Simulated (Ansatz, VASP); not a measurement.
**One calculation of SnO2, two programs**

```
Sn O
1.0
     4.64064    0.00000    0.00000
     0.00000    4.64064    0.00000
     0.00000    0.00000    3.12135
Sn O
2 4
Direct
  0.00000 0.00000 0.00000
  0.50000 0.50000 0.50000
  0.30562 0.30562 0.00000
  0.19438 0.80562 0.50000
  0.69438 0.69438 0.00000
  0.80562 0.19438 0.50000
```

Change from the starting cell: volume scaled by 0.94, PAW files.

Alike in both runs: task electric field gradients; functional LDA; k mesh 4 × 4 × 6; occupations fermi-dirac, width 0.03 eV; no spin polarisation.

|  | VASP | Ansatz |
| --- | --- | --- |
| version | VASP 6.6.1 | Ansatz 0.2.0 |
| potentials or method | VASP PAW LDA potentials, release 64 (Sn_d, O) | PAW with Ansatz's default frozen-core files, scalar-relativistic |
| plane-wave cutoff (eV) | 520 | 420 |
| valence electrons in the cell | 52 | 52 |

Ansatz gave:

```
gap on the k mesh at the Fermi level (eV)                     : 1.86
pressure (GPa)                                                : 14.2
traceless stress, the component that is largest in VASP (GPa) : 3.18
rms of the force components (eV/Å)                            : 0.073
size of Vzz on the site where it differs most (V/Å²)          : 61.8
```

Problem. Estimate VASP's values.

Solution. gap on the k mesh at the Fermi level (eV): 1.90; pressure (GPa): 15.5; traceless stress, the component that is largest in VASP (GPa): 3.55; rms of the force components (eV/Å): 0.086; size of Vzz on the site where it differs most (V/Å²): 65.3.

LDA's correlation is that of Perdew and Zunger in VASP and of Perdew and Wang (1992) in Ansatz. Atom by atom the forces differ by 0.012 eV/Å (rms over components).
